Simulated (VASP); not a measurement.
# WSe2 in VASP: further runs

The runs below take WSe2 through single point, with r2SCAN.

Everything below comes from runs of VASP 6.6.1. Logs are shortened: lines on timing, memory, paths and dates and some standing lists are left out, and cuts for length are marked.

## Step 1: The cell of the first run

The cell holds a slab with vacuum, 9 atoms: a = 3.215 Å, b = 3.215 Å, c = 28.906 Å, α = 90.00°, β = 90.00°, γ = 120.00°.

## Step 2: Single point, r2SCAN (strain -0.030 along x and y, -0.030 along z)

The input, POSCAR:

```
WSe2
1.0
    3.2149914222      0.0000000000      0.0000000000
   -1.6074957111      2.7842642446      0.0000000000
    0.0000000000      0.0000000000     28.9060882436
W Se
3 6
Direct
    0.6666666667      0.3333333333      0.0000000000
    0.3333333333      0.6666666667      0.7699395294
    0.3333333333      0.6666666667      0.2300604706
    0.3333333333      0.6666666667      0.0557735259
    0.6666666667      0.3333333333      0.8257181867
    0.6666666667      0.3333333333      0.2857987534
    0.3333333333      0.6666666667      0.9442264741
    0.6666666667      0.3333333333      0.7142012466
    0.6666666667      0.3333333333      0.1742818133
```

The input, INCAR.step1:

```
SYSTEM = WSe2
  PREC = Accurate
  ENCUT = 520
  ISMEAR = 0
  SIGMA = 0.05
  LREAL = .False.
  LASPH = .True.
  NELM = 60
  NBANDS = 49
  GGA = PE
  ALGO = Normal
  EDIFF = 1E-4
  LWAVE = .True.
  LCHARG = .False.
```

The input, INCAR.step2:

```
SYSTEM = WSe2
  PREC = Accurate
  ENCUT = 520
  EDIFF = 1E-6
  ISMEAR = 0
  SIGMA = 0.05
  LREAL = .False.
  LASPH = .True.
  NELM = 60
  ALGO = Normal
  ISIF = 2
  LWAVE = .False.
  LCHARG = .False.
  METAGGA = R2SCAN
  LMIXTAU = .True.
  NBANDS = 49
  ISTART = 1
```

The input, KPOINTS:

```
regular mesh
0
Gamma
  12 12 1
  0 0 0
```

Potentials or basis: VASP PAW PBE potentials, release 64 (W_sv, Se).

The run is started by

```console
cat potpaw_PBE.64/W_sv/POTCAR potpaw_PBE.64/Se/POTCAR > POTCAR
cp INCAR.step1 INCAR
mpirun -np 1 vasp_std > vasp.out
cp INCAR.step2 INCAR
mpirun -np 1 vasp_std > vasp.out
```

OUTCAR:

```text
SYSTEM = WSe2
   PREC = Accurate
   ENCUT = 520
   EDIFF = 1E-6
   ISMEAR = 0
   LREAL = .False.
   LASPH = .True.
   NELM = 60
   ISIF = 2
   METAGGA = R2SCAN
   ISTART = 1

 ion  position               nearest neighbor table
   1  0.667  0.333  0.000-   4 2.46   7 2.46   4 2.46   7 2.46   4 2.46   7 2.46
   2  0.333  0.667  0.770-   8 2.46   8 2.46   8 2.46   5 2.46   5 2.46   5 2.46
   3  0.333  0.667  0.230-   6 2.46   6 2.46   6 2.46   9 2.46   9 2.46   9 2.46
   4  0.333  0.667  0.056-   1 2.46   1 2.46   1 2.46
   5  0.667  0.333  0.826-   2 2.46   2 2.46   2 2.46
   6  0.667  0.333  0.286-   3 2.46   3 2.46   3 2.46
   7  0.333  0.667  0.944-   1 2.46   1 2.46   1 2.46
   8  0.667  0.333  0.714-   2 2.46   2 2.46   2 2.46
   9  0.667  0.333  0.174-   3 2.46   3 2.46   3 2.46

  LATTYP: Found a hexagonal cell.
 ALAT       =     3.2149914222
 C/A-ratio  =     8.9910312183

  Lattice vectors:

 A1 = (   3.2149914222,   0.0000000000,   0.0000000000)
 A2 = (  -1.6074957111,   2.7842642446,   0.0000000000)
 A3 = (   0.0000000000,   0.0000000000,  28.9060882436)

Analysis of symmetry for initial positions (statically):
=====================================================================
 Subroutine PRICEL returns:
 Original cell was already a primitive cell.

 Routine SETGRP: Setting up the symmetry group for a
 hexagonal supercell.

 Subroutine GETGRP returns: Found 12 space group operations
 (whereof 12 operations were pure point group operations)
 out of a pool of 24 trial point group operations.

The static configuration has the point symmetry D_3h.

Analysis of symmetry for dynamics (positions and initial velocities):
=====================================================================
 Subroutine PRICEL returns:
 Original cell was already a primitive cell.

 Routine SETGRP: Setting up the symmetry group for a
 hexagonal supercell.

 Subroutine GETGRP returns: Found 12 space group operations
 (whereof 12 operations were pure point group operations)
 out of a pool of 24 trial point group operations.

The dynamic configuration has the point symmetry D_3h.

 Subroutine INISYM returns: Found 12 space group operations
 (whereof 12 operations are pure point group operations),
 and found     1 'primitive' translations

----------------------------------------------------------------------------------------

                                     Primitive cell

[... 104 lines left out ...]
   ISIF   =      2    stress and relaxation
   ISYM   =      2    0-nonsym 1-usesym 2-fastsym
   POTIM  = 0.5000    time-step for ionic-motion
   TEBEG  =    0.0;   TEEND  =   0.0 temperature during run
   PSTRESS=    0.0 pullay stress
   NELECT =      78.0000    total number of electrons
   NUPDOWN=      -1.0000    fix difference up-down
   EMIN   =  10.00;   EMAX   =-10.00  energy-range for DOS
   EFERMI =   0.00;   METHOD = LEGACY
   ISMEAR =     0;   SIGMA  =   0.05  broadening in eV -4-tet -1-fermi 0-gaus
   EFERMI_NEDOS =   21; number of points for ismear=-14 and -15
   IALGO  =     38    algorithm
   IMIX   =      4    mixing-type and parameters
     AMIX     =   0.40;   BMIX     =  1.00
     AMIX_MAG =   1.60;   BMIX_MAG =  1.00
  volume/ion in A,a.u.               =      28.75       194.01
  Fermi-wavevector in a.u.,A,eV,Ry     =   1.097690  2.074334 16.393987  1.204924
  Thomas-Fermi vector in A             =   2.234055
   LORBIT       =      0    0 simple, 1 ext, 2 COOP (PROOUT), +10 PAW based schemes
   METAGGA = R2SCAN    functional components
   LHFCALC =     F    Hartree Fock is set to
   AEXX    =    0.0000 exact exchange contribution
   IVDW    =     0    specifies the selected vdW correction
   LEPSILON=     F    determine dielectric tensor
   LRPA    =     F    only Hartree local field effects (RPA)
 non-spin polarized calculation
 Gauss-broadening in eV      SIGMA  =   0.05
  energy-cutoff  :      520.00
  volume of cell :      258.75
 maximum number of plane-waves:      7050
 NGX is ok and might be reduce to    24
   NGX = 11   NGY = 11   NGZ =107

 number of electron      78.0000012 magnetization

 Free energy of the ion-electron system (eV)
  ---------------------------------------------------
  ext. energy  EPLUGINS =         0.00000000
  ---------------------------------------------------
  free energy    TOTEN  =      -244.57807368 eV

  energy without entropy =     -244.57807368  energy(sigma->0) =     -244.57807368

 E-fermi :   3.0716     XC(G=0):  -8.0768

 val. band max:        2.6573784467   @ k =   0.0000   0.0000   0.0000
 cond. band min:       4.2168838547   @ k =   0.1667   0.1667   0.0000
 fundamental gap:      1.5595054079
 Fermi energy:         3.0715535693

 k-point     1 :       0.0000    0.0000    0.0000
  band No.  band energies     occupation
      1     -73.3223      2.00000
      2     -73.3204      2.00000
      3     -73.3204      2.00000
      4     -37.0212      2.00000
      5     -37.0192      2.00000
      6     -37.0192      2.00000
[... 977 lines left out ...]
     48       6.6397      0.00000
     49       8.2261      0.00000

------------------------ aborting loop because EDIFF is reached ----------------------------------------

  FORCE on cell =-STRESS in cart. coord.  units (eV):
  Direction    XX          YY          ZZ          XY          YZ          ZX
  --------------------------------------------------------------------------------------
  -------------------------------------------------------------------------------------
  Total       16.2120079     16.2120079     18.3113368      0.0000000     -0.0000000      0.0000000
  in kB      100.3847627    100.3847627    113.3838084      0.0000000     -0.0000000      0.0000000
  external PRESSURE =     104.7177780 kB  Pullay stress =       0.0000000 kB

 VOLUME and BASIS-vectors are now :
 -----------------------------------------------------------------------------
  energy-cutoff  :      520.00
  volume of cell :      258.75
      direct lattice vectors                 reciprocal lattice vectors
     3.214991422  0.000000000  0.000000000     0.311042821  0.179580656  0.000000000
    -1.607495711  2.784264245  0.000000000     0.000000000  0.359161312  0.000000000
     0.000000000  0.000000000 28.906088244     0.000000000  0.000000000  0.034594788

 POSITION                                       TOTAL-FORCE (eV/Angst)
 -----------------------------------------------------------------------------------
      1.60750      0.92809      0.00000        -0.000000     -0.000000      0.000000
     -0.00000      1.85618     22.25594         0.000000     -0.000000     -0.004425
     -0.00000      1.85618      6.65015         0.000000     -0.000000      0.004425
     -0.00000      1.85618      1.61219        -0.000000      0.000000      1.828264
      1.60750      0.92809     23.86828        -0.000000      0.000000      1.828540
      1.60750      0.92809      8.26132         0.000000     -0.000000      1.864207
     -0.00000      1.85618     27.29389        -0.000000      0.000000     -1.828264
      1.60750      0.92809     20.64476         0.000000     -0.000000     -1.864207
      1.60750      0.92809      5.03781        -0.000000     -0.000000     -1.828540
 -----------------------------------------------------------------------------------
    total drift:                               -0.000001      0.000001      0.000000

  FREE ENERGIE OF THE ION-ELECTRON SYSTEM (eV)
  ---------------------------------------------------
  free  energy   TOTEN  =      -244.5780736831 eV

  energy  without entropy=     -244.5780736831  energy(sigma->0) =     -244.57807368
```

It took 18 min on 1 thread of Intel Xeon Platinum 8259CL at 2.50GHz (Skylake/Cascade Lake), shared host; peak memory 0.48 GiB.

Results:

| Property | Result |
| --- | --- |
| Free energy | -244.5781 eV |
| Largest force | 1.864 eV/Å |
| Band gap on the k mesh | 1.56 eV, indirect (least direct gap 1.81 eV) |

Forces on the atoms (eV/Å):
```
W    0.000  0.000  0.000
W    0.000  0.000 -0.004
W    0.000  0.000  0.004
Se   0.000  0.000  1.828
Se   0.000  0.000  1.829
Se   0.000  0.000  1.864
Se   0.000  0.000 -1.828
Se   0.000  0.000 -1.864
Se   0.000  0.000 -1.829
```

Caveat: the cell differs from its parent crystal (strain -0.030 along x and y, -0.030 along z); the PAW data sets were made with another functional, which shifts forces and pressure a little; spin-orbit coupling is left out, which moves the levels of the heavy elements.

## Step 3: Single point, r2SCAN (strain -0.030 along x and y, +0.000 along z)

Edit POSCAR of step 2 so:

```diff
@@ -4,3 +4,3 @@
    -1.6074957111      2.7842642446      0.0000000000
-    0.0000000000      0.0000000000     28.9060882436
+    0.0000000000      0.0000000000     29.8000909728
 W Se
```

The input, INCAR.step1:

```
SYSTEM = WSe2
PREC = Accurate
ENCUT = 520
ISMEAR = 0
SIGMA = 0.05
LREAL = .FALSE.
LASPH = .TRUE.
NELM = 100
NBANDS = 49
GGA = PE
ALGO = Normal
EDIFF = 1E-4
LWAVE = .TRUE.
LCHARG = .FALSE.
```

The input, INCAR.step2:

```
SYSTEM = WSe2
PREC = Accurate
ENCUT = 520
EDIFF = 1E-6
ISMEAR = 0
SIGMA = 0.05
LREAL = .FALSE.
LASPH = .TRUE.
NELM = 100
ALGO = Normal
ISIF = 2
LWAVE = .FALSE.
LCHARG = .FALSE.
METAGGA = R2SCAN
LMIXTAU = .TRUE.
NBANDS = 49
ISTART = 1
```

The input, KPOINTS:

```
regular mesh
0
G
  12 12 1
  0 0 0
```

Potentials or basis: VASP PAW PBE potentials, release 64 (W_sv, Se).

The run is started by

```console
cat potpaw_PBE.64/W_sv/POTCAR potpaw_PBE.64/Se/POTCAR > POTCAR
cp INCAR.step1 INCAR
mpirun -np 1 vasp_std > vasp.out
cp INCAR.step2 INCAR
mpirun -np 1 vasp_std > vasp.out
```

Wall time 17 min (1 thread of Intel Xeon Platinum 8259CL at 2.50GHz (Skylake/Cascade Lake), shared host); peak memory 0.49 GiB.

The run converged. Its results:

- Free energy: -244.9740 eV
- Largest force: 0.768 eV/Å
- Band gap on the k mesh: 1.57 eV, indirect (least direct gap 1.95 eV)

Forces on the atoms (eV/Å):
```
W    0.000  0.000  0.000
W    0.000  0.000 -0.001
W    0.000  0.000  0.001
Se   0.000  0.000  0.760
Se   0.000  0.000  0.760
Se   0.000  0.000  0.768
Se   0.000  0.000 -0.760
Se   0.000  0.000 -0.768
Se   0.000  0.000 -0.760
```

Levels at points of the mesh, in eV from the valence-band top:
```csv
k point,band 35,band 36,band 37,band 38,band 39,band 40,band 41,band 42,band 43,band 44
"(0.00, 0.00, 0.00)",-1.27,-1.27,-0.81,-0.40,-0.09,3.35,3.35,3.36,3.36,3.37
"(0.50, 0.00, 0.00)",-1.18,-1.17,-0.98,-0.93,-0.90,2.85,2.85,2.86,3.03,3.15
```

Caveat: the cell differs from its parent crystal (strain -0.030 along x and y, +0.000 along z); the PAW data sets were made with another functional, which shifts forces and pressure a little; spin-orbit coupling is left out, which moves the levels of the heavy elements.
